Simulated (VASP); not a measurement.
# Sn2Se (P4/mmm) in VASP: a series of runs

The runs below take Sn2Se through single point, relaxation of cell and atoms, with PBE.

Everything below comes from runs of VASP 6.6.1. Logs are shortened: lines on timing, memory, paths and dates and some standing lists are left out, and cuts for length are marked.

## 1. The cell of the first run

The structure is tetragonal, space group P4/mmm (No. 123). Conventional cell: a = 4.173 Å, b = 4.173 Å, c = 4.809 Å, α = 90.00°, β = 90.00°, γ = 90.00°. Within 2.8 Å of Sn (site symmetry mmm) lie 2 Se at 2.09 Å. Within 2.8 Å of Se (site symmetry 4/mmm) lie 4 Sn at 2.09 Å.

The cell was generated, and may not be a known phase.

## 2. Single point, PBE

File INCAR:

```
  PREC = Accurate
  ENCUT = 520
  EDIFF = 1E-7
  ISMEAR = 0
  SIGMA = 0.1
  LREAL = F
  LASPH = T
  NELM = 60
  ALGO = Normal
  ISIF = 2
  LWAVE = F
  LCHARG = F
  GGA = PE
  NBANDS = 24
```

File KPOINTS:

```
Automatic mesh
0
Gamma
  4 4 4
```

File POSCAR:

```
Sn2Se
1.0
    4.1734417300      0.0000000000      0.0000000000
    0.0000000000      4.1734417300      0.0000000000
    0.0000000000      0.0000000000      4.8087400400
Sn Se
2 1
Direct
    0.0000000000      0.5000000000      0.5000000000
    0.5000000000      0.0000000000      0.5000000000
    0.5000000000      0.5000000000      0.5000000000
```

Potentials or basis: VASP PAW PBE potentials, release 64 (Sn_d, Se).

Run with:

```sh
cat potpaw_PBE.64/Sn_d/POTCAR potpaw_PBE.64/Se/POTCAR > POTCAR
mpirun -np 1 vasp_std > vasp.out
```

OUTCAR:

```text
PREC = Accurate
   ENCUT = 520
   EDIFF = 1E-7
   ISMEAR = 0
   LREAL = F
   LASPH = T
   NELM = 60
   ISIF = 2
   GGA = PE

 ion  position               nearest neighbor table
   1  0.000  0.500  0.500-   3 2.09   3 2.09   2 2.95   2 2.95   2 2.95   2 2.95
   2  0.500  0.000  0.500-   3 2.09   3 2.09   1 2.95   1 2.95   1 2.95   1 2.95
   3  0.500  0.500  0.500-   1 2.09   2 2.09   2 2.09   1 2.09

  LATTYP: Found a simple tetragonal cell.
 ALAT       =     4.1734417300
 C/A-ratio  =     1.1522240757

  Lattice vectors:

 A1 = (   4.1734417300,   0.0000000000,   0.0000000000)
 A2 = (   0.0000000000,   4.1734417300,   0.0000000000)
 A3 = (   0.0000000000,   0.0000000000,   4.8087400400)

Analysis of symmetry for initial positions (statically):
=====================================================================
 Subroutine PRICEL returns:
 Original cell was already a primitive cell.

 Routine SETGRP: Setting up the symmetry group for a
 simple tetragonal supercell.

 Subroutine GETGRP returns: Found 16 space group operations
 (whereof 16 operations were pure point group operations)
 out of a pool of 16 trial point group operations.

The static configuration has the point symmetry D_4h.

Analysis of symmetry for dynamics (positions and initial velocities):
=====================================================================
 Subroutine PRICEL returns:
 Original cell was already a primitive cell.

 Routine SETGRP: Setting up the symmetry group for a
 simple tetragonal supercell.

 Subroutine GETGRP returns: Found 16 space group operations
 (whereof 16 operations were pure point group operations)
 out of a pool of 16 trial point group operations.

The dynamic configuration has the point symmetry D_4h.

 Subroutine INISYM returns: Found 16 space group operations
 (whereof 16 operations are pure point group operations),
 and found     1 'primitive' translations

----------------------------------------------------------------------------------------

                                     Primitive cell

  volume of cell :      83.7568

  direct lattice vectors                    reciprocal lattice vectors
     4.173441730  0.000000000  0.000000000     0.239610390  0.000000000  0.000000000
     0.000000000  4.173441730  0.000000000     0.000000000  0.239610390  0.000000000
     0.000000000  0.000000000  4.808740040     0.000000000  0.000000000  0.207954681

  length of vectors
     4.173441730  4.173441730  4.808740040     0.239610390  0.239610390  0.207954681

  position of ions in fractional coordinates (direct lattice)
     0.000000000  0.500000000  0.500000000
     0.500000000  0.000000000  0.500000000
     0.500000000  0.500000000  0.500000000

  ion indices of the primitive-cell ions
   primitive index   ion index
                 1           1
                 2           2
                 3           3

----------------------------------------------------------------------------------------

 KPOINTS: Automatic mesh

Automatic generation of k-mesh.
 Grid dimensions read from file:
 generate k-points for:    4    4    4

 Generating k-lattice:

  Cartesian coordinates                     Fractional coordinates (reciprocal lattice)
     0.059902597  0.000000000  0.000000000     0.250000000  0.000000000  0.000000000
     0.000000000  0.059902597  0.000000000     0.000000000  0.250000000  0.000000000
     0.000000000  0.000000000  0.051988670     0.000000000  0.000000000  0.250000000

  Length of vectors
     0.059902597  0.059902597  0.051988670

  Shift w.r.t. Gamma in fractional coordinates (k-lattice)
     0.000000000  0.000000000  0.000000000

 Subroutine IBZKPT returns following result:
 ===========================================

 Found     18 irreducible k-points:

 Following reciprocal coordinates:
            Coordinates               Weight
  0.000000  0.000000  0.000000      1.000000
  0.250000  0.000000  0.000000      4.000000
  0.500000  0.000000  0.000000      2.000000
  0.250000  0.250000  0.000000      4.000000
  0.500000  0.250000  0.000000      4.000000
  0.500000  0.500000  0.000000      1.000000
[... 10 lines left out ...]
  0.500000  0.250000  0.500000      4.000000
  0.500000  0.500000  0.500000      1.000000
   k-points           NKPTS =     18   k-points in BZ     NKDIM =     18   number of bands    NBANDS=     24
   number of dos      NEDOS =    301   number of ions     NIONS =      3
   total plane-waves  NPLWV =  36864
   dimension x,y,z NGX =    32 NGY =   32 NGZ =   36
   dimension x,y,z NGXF=    64 NGYF=   64 NGZF=   72
   ions per type =               2   1
   NGX,Y,Z   is equivalent  to a cutoff of  12.75, 12.75, 12.45 a.u.
   NGXF,Y,Z  is equivalent  to a cutoff of  25.49, 25.49, 24.89 a.u.
 SYSTEM =  unknown system
   PREC   = accura    normal or accurate (medium, high low for compatibility)
   ISTART =      0    job   : 0-new  1-cont  2-samecut
   ICHARG =      2    charge: 1-file 2-atom 10-const
   ISPIN  =      1    spin polarized calculation?
   LNONCOLLINEAR =      F non collinear calculations
   LSORBIT =      F    spin-orbit coupling
   LASPH  =      T    aspherical Exc in radial PAW
   ENCUT  =  520.0 eV  38.22 Ry    6.18 a.u.   7.76  7.76  8.94*2*pi/ulx,y,z
   NELM   =     60;   NELMIN=  2; NELMDL= -5     # of ELM steps
   EDIFF  = 0.1E-06   stopping-criterion for ELM
   LREAL  =      F    real-space projection
   EDIFFG = 0.1E-05   stopping-criterion for IOM
   NSW    =      0    number of steps for IOM
   IBRION =     -1    ionic relax: 0-MD 1-quasi-New 2-CG
   NFREE  =      0    steps in history (QN), initial steepest desc. (CG)
   ISIF   =      2    stress and relaxation
   ISYM   =      2    0-nonsym 1-usesym 2-fastsym
   POTIM  = 0.5000    time-step for ionic-motion
   TEBEG  =    0.0;   TEEND  =   0.0 temperature during run
   PSTRESS=    0.0 pullay stress
   NELECT =      34.0000    total number of electrons
   NUPDOWN=      -1.0000    fix difference up-down
   EMIN   =  10.00;   EMAX   =-10.00  energy-range for DOS
   EFERMI =   0.00;   METHOD = LEGACY
   ISMEAR =     0;   SIGMA  =   0.10  broadening in eV -4-tet -1-fermi 0-gaus
   EFERMI_NEDOS =   21; number of points for ismear=-14 and -15
   IALGO  =     38    algorithm
   IMIX   =      4    mixing-type and parameters
     AMIX     =   0.40;   BMIX     =  1.00
     AMIX_MAG =   1.60;   BMIX_MAG =  1.00
  volume/ion in A,a.u.               =      27.92       188.41
  Fermi-wavevector in a.u.,A,eV,Ry     =   1.212163  2.290657 19.991583  1.469340
  Thomas-Fermi vector in A             =   2.347656
   LORBIT       =      0    0 simple, 1 ext, 2 COOP (PROOUT), +10 PAW based schemes
   GGA     = PE    functional components
   LHFCALC =     F    Hartree Fock is set to
   AEXX    =    0.0000 exact exchange contribution
   IVDW    =     0    specifies the selected vdW correction
   LEPSILON=     F    determine dielectric tensor
   LRPA    =     F    only Hartree local field effects (RPA)
 non-spin polarized calculation
 Gauss-broadening in eV      SIGMA  =   0.10
  energy-cutoff  :      520.00
  volume of cell :       83.76
 maximum number of plane-waves:      2272
 NGX is ok and might be reduce to    32
   NGX = 15   NGY = 15   NGZ = 17

 number of electron      33.9999994 magnetization

 Free energy of the ion-electron system (eV)
  ---------------------------------------------------
  ext. energy  EPLUGINS =         0.00000000
  ---------------------------------------------------
  free energy    TOTEN  =         3.26612278 eV

  energy without entropy =        3.27157497  energy(sigma->0) =        3.26884888

 E-fermi :   6.5597     XC(G=0):  -8.9882

 val. band max:        6.4755138368   @ k =   0.2500   0.0000   0.2500
 cond. band min:       6.5679695963   @ k =   0.5000   0.0000   0.0000
 fundamental gap:      0.0924557595
 Fermi energy:         6.5597126634

 k-point     1 :       0.0000    0.0000    0.0000
  band No.  band energies     occupation
      1     -17.9576      2.00000
      2     -16.4375      2.00000
      3     -16.2109      2.00000
      4     -15.9448      2.00000
      5     -15.9448      2.00000
      6     -15.7720      2.00000
[... 16 lines left out ...]
     23      12.8528      0.00000
     24      12.8528      0.00000

 k-point     2 :       0.2500    0.0000    0.0000
  band No.  band energies     occupation
      1     -17.6814      2.00000
      2     -16.3905      2.00000
      3     -16.3369      2.00000
      4     -15.9565      2.00000
      5     -15.9346      2.00000
      6     -15.7405      2.00000
[... 16 lines left out ...]
     23      13.0925      0.00000
     24      14.8708      0.00000

 k-point     3 :       0.5000    0.0000    0.0000
  band No.  band energies     occupation
      1     -17.2077      2.00000
      2     -16.7656      2.00000
      3     -16.0890      2.00000
      4     -16.0380      2.00000
      5     -15.9686      2.00000
      6     -15.9239      2.00000
[... 16 lines left out ...]
     23      12.3904      0.00000
     24      13.4209      0.00000

 k-point     4 :       0.2500    0.2500    0.0000
  band No.  band energies     occupation
      1     -17.4453      2.00000
      2     -16.5281      2.00000
      3     -16.2665      2.00000
      4     -16.0275      2.00000
      5     -15.8736      2.00000
      6     -15.8427      2.00000
[... 16 lines left out ...]
     23      13.1057      0.00000
     24      14.3641      0.00000

 k-point     5 :       0.5000    0.2500    0.0000
  band No.  band energies     occupation
      1     -17.0422      2.00000
      2     -16.8227      2.00000
      3     -16.0816      2.00000
      4     -16.0653      2.00000
      5     -16.0440      2.00000
      6     -15.8457      2.00000
[... 289 lines left out ...]
 k-point    16 :       0.2500    0.2500    0.5000
  band No.  band energies     occupation
      1     -17.4447      2.00000
      2     -16.5278      2.00000
      3     -16.2664      2.00000
      4     -16.0287      2.00000
      5     -15.8741      2.00000
      6     -15.8426      2.00000
[... 16 lines left out ...]
     23      13.9643      0.00000
     24      14.2704      0.00000

 k-point    17 :       0.5000    0.2500    0.5000
  band No.  band energies     occupation
      1     -17.0417      2.00000
      2     -16.8225      2.00000
      3     -16.0815      2.00000
      4     -16.0668      2.00000
      5     -16.0440      2.00000
      6     -15.8461      2.00000
[... 16 lines left out ...]
     23      13.2743      0.00000
     24      14.3331      0.00000

 k-point    18 :       0.5000    0.5000    0.5000
  band No.  band energies     occupation
      1     -16.8767      2.00000
      2     -16.8767      2.00000
      3     -16.1204      2.00000
      4     -16.0459      2.00000
      5     -16.0459      2.00000
      6     -15.8110      2.00000
[... 16 lines left out ...]
     23      14.4198      0.00000
     24      14.5357      0.00000

------------------------ aborting loop because EDIFF is reached ----------------------------------------

  FORCE on cell =-STRESS in cart. coord.  units (eV):
  Direction    XX          YY          ZZ          XY          YZ          ZX
  --------------------------------------------------------------------------------------
  -------------------------------------------------------------------------------------
  Total       63.2823781     63.2823781     -1.1669963      0.0000000      0.0000000      0.0000000
  in kB     1210.5238917   1210.5238917    -22.3233848      0.0000000      0.0000000      0.0000000
  external PRESSURE =     799.5747995 kB  Pullay stress =       0.0000000 kB

 VOLUME and BASIS-vectors are now :
 -----------------------------------------------------------------------------
  energy-cutoff  :      520.00
  volume of cell :       83.76
      direct lattice vectors                 reciprocal lattice vectors
     4.173441730  0.000000000  0.000000000     0.239610390  0.000000000  0.000000000
     0.000000000  4.173441730  0.000000000     0.000000000  0.239610390  0.000000000
     0.000000000  0.000000000  4.808740040     0.000000000  0.000000000  0.207954681

 POSITION                                       TOTAL-FORCE (eV/Angst)
 -----------------------------------------------------------------------------------
      0.00000      2.08672      2.40437         0.000000      0.000000      0.000000
      2.08672      0.00000      2.40437         0.000000      0.000000      0.000000
      2.08672      2.08672      2.40437         0.000000      0.000000      0.000000
 -----------------------------------------------------------------------------------
    total drift:                                0.000000      0.000000     -0.000000

  FREE ENERGIE OF THE ION-ELECTRON SYSTEM (eV)
  ---------------------------------------------------
  free  energy   TOTEN  =         3.2661227769 eV

  energy  without entropy=        3.2715749733  energy(sigma->0) =        3.26884888
```

It took 33 s on 1 thread of Intel Xeon 8259CL, shared host; peak memory 0.19 GiB.

Results:

```yaml
Free_energy: 3.2661 eV
Pressure: 80.0 GPa
Band_gap_on_the_k_mesh: zero (bands 17 and 18 overlap by 1.73 eV)
```

Stress tensor (GPa, compression positive):
```
121.05   0.00   0.00
  0.00 121.05   0.00
  0.00   0.00  -2.23
```

Caveat: the k points lie up to 0.38 Å⁻¹ apart, too coarse for converged energies and pressures of a metal; spin-orbit coupling is left out, which moves the levels of the heavy elements.

## 3. Single point, PBE

This run uses another cell than the first one, of 32.42 Å³/atom.

File INCAR:

```
PREC     = Accurate       # precision mode
ENCUT    = 520            # plane-wave cutoff, eV
EDIFF    = 1E-7           # SCF threshold, eV
ISMEAR   = 0              # smearing method
SIGMA    = 0.1            # smearing width, eV
LREAL    = False          # projectors in reciprocal space
LASPH    = True           # aspherical terms in the spheres
NELM     = 80             # most SCF steps
ALGO     = Normal         # electronic algorithm
ISIF     = 2              # what is computed and relaxed
LWAVE    = False          # write WAVECAR
LCHARG   = False          # write CHGCAR
GGA      = PE             # functional
NBANDS   = 24             # bands
```

KPOINTS is that of step 2.

File POSCAR:

```
Sn2Se
1.0
    5.8065289682      0.0000000000      0.0000000000
    0.0000000000      5.8065289682      0.0000000000
    0.0000000000      0.0000000000      2.8844810985
Sn Se
2 1
Direct
    0.0000000000      0.5000000000      0.5000000000
    0.5000000000      0.0000000000      0.5000000000
    0.5000000000      0.5000000000      0.5000000000
```

Potentials or basis: VASP PAW PBE potentials, release 64 (Sn_d, Se).

Run with:

```sh
cat potpaw_PBE.64/Sn_d/POTCAR potpaw_PBE.64/Se/POTCAR > POTCAR
mpirun -np 1 vasp_std > vasp.out
```

OUTCAR:

```text
PREC = Accurate
   ENCUT = 520
   EDIFF = 1E-7
   ISMEAR = 0
   LREAL = False
   LASPH = True
   NELM = 80
   ISIF = 2
   GGA = PE

 ion  position               nearest neighbor table
   1  0.000  0.500  0.500-   3 2.90   3 2.90
   2  0.500  0.000  0.500-   3 2.90   3 2.90
   3  0.500  0.500  0.500-   1 2.90   2 2.90   2 2.90   1 2.90

  LATTYP: Found a simple tetragonal cell.
 ALAT       =     5.8065289682
 C/A-ratio  =     0.4967651267

  Lattice vectors:
[... 669 lines left out ...]

  FORCE on cell =-STRESS in cart. coord.  units (eV):
  Direction    XX          YY          ZZ          XY          YZ          ZX
  --------------------------------------------------------------------------------------
  -------------------------------------------------------------------------------------
  Total        0.0607522      0.0607522      0.0282651      0.0000000     -0.0000000      0.0000000
  in kB        1.0008560      1.0008560      0.4656499      0.0000000     -0.0000000      0.0000000
  external PRESSURE =       0.8224540 kB  Pullay stress =       0.0000000 kB

 VOLUME and BASIS-vectors are now :
 -----------------------------------------------------------------------------
  energy-cutoff  :      520.00
  volume of cell :       97.25
      direct lattice vectors                 reciprocal lattice vectors
     5.806528968  0.000000000  0.000000000     0.172219928  0.000000000  0.000000000
     0.000000000  5.806528968  0.000000000     0.000000000  0.172219928  0.000000000
     0.000000000  0.000000000  2.884481098     0.000000000  0.000000000  0.346682806

 POSITION                                       TOTAL-FORCE (eV/Angst)
 -----------------------------------------------------------------------------------
      0.00000      2.90326      1.44224         0.000000      0.000000      0.000000
      2.90326      0.00000      1.44224         0.000000      0.000000      0.000000
      2.90326      2.90326      1.44224         0.000000      0.000000      0.000000
 -----------------------------------------------------------------------------------
    total drift:                                0.000000      0.000000     -0.000000

  FREE ENERGIE OF THE ION-ELECTRON SYSTEM (eV)
  ---------------------------------------------------
  free  energy   TOTEN  =       -11.1914893235 eV

  energy  without entropy=      -11.1871504023  energy(sigma->0) =      -11.18931986
```

Run time: 55 s. Hardware: 1 thread of Intel Xeon 8259CL, shared host; peak memory 0.23 GiB.

What came out:

- Free energy: -11.1915 eV
- Pressure: 0.1 GPa
- Band gap on the k mesh: zero (bands 17 and 18 overlap by 2.96 eV)

Caveat: the k points lie up to 0.54 Å⁻¹ apart, too coarse for converged energies and pressures of a metal; spin-orbit coupling is left out, which moves the levels of the heavy elements.

## 4. Single point, PBE

This run uses another cell than the first one, of 32.26 Å³/atom.

File INCAR:

```
SYSTEM = Sn2Se
  ALGO = Normal
  EDIFF = 1E-6
  ENCUT = 520
  GGA = PE
  ISIF = 2
  ISMEAR = 0
  LASPH = .True.
  LCHARG = .False.
  LREAL = .False.
  LWAVE = .False.
  NBANDS = 24
  NELM = 100
  PREC = Accurate
  SIGMA = 0.1
```

File KPOINTS:

```
k-points
0
Gamma
  4 4 6
  0 0 0
```

File POSCAR:

```
Sn2Se
1.0
    5.6658065933      0.0000000000      0.0000000000
    0.0000000000      5.6658065933      0.0000000000
    0.0000000000      0.0000000000      3.0147723066
Sn Se
2 1
Direct
    0.0000000000      0.5000000000      0.5000000000
    0.5000000000      0.0000000000      0.5000000000
    0.5000000000      0.5000000000      0.5000000000
```

Run with:

```sh
cat potpaw_PBE.64/Sn_d/POTCAR potpaw_PBE.64/Se/POTCAR > POTCAR
mpirun -np 1 vasp_std > vasp.out
```

It took 72 s on 1 thread of Intel Xeon 8259CL, shared host; peak memory 0.22 GiB.

The run converged. Its results:

| Quantity | Value |
| --- | --- |
| Free energy | -10.4529 eV |
| Pressure | -0.2 GPa |
| Band gap on the k mesh | zero (bands 17 and 18 overlap by 2.48 eV) |

Stress tensor (GPa, compression positive):
```
-0.18  0.00  0.00
 0.00 -0.18  0.00
 0.00  0.00 -0.33
```

Levels at points of the mesh, in eV from the Fermi level:
| k point | band 14 | band 15 | band 16 | band 17 | band 18 | band 19 | band 20 | band 21 |
| --- | --- | --- | --- | --- | --- | --- | --- | --- |
| (0.00, 0.00, 0.00) | -5.60 | -5.60 | -0.12 | -0.12 | 1.23 | 3.56 | 3.82 | 5.14 |
| (0.50, 0.00, 0.00) | -5.43 | -1.77 | -1.11 | -0.87 | 0.09 | 1.33 | 5.01 | 6.75 |
| (0.50, 0.50, 0.00) | -3.02 | -1.57 | -1.57 | -0.07 | 0.36 | 1.42 | 1.78 | 6.51 |
| (0.00, 0.00, 0.50) | -4.30 | -3.92 | -3.92 | -2.22 | -1.88 | 2.56 | 2.56 | 3.38 |
| (0.50, 0.00, 0.50) | -4.39 | -3.80 | -3.02 | -1.98 | 0.35 | 1.68 | 1.99 | 2.62 |
| (0.50, 0.50, 0.50) | -4.90 | -2.95 | -2.95 | -0.12 | 0.42 | 0.42 | 2.59 | 2.71 |

Caveat: spin-orbit coupling is left out, which moves the levels of the heavy elements.

(Part 1 of 2 ends here.)

The gap in the log of VASP goes by the Fermi energy; the results here count the filled bands.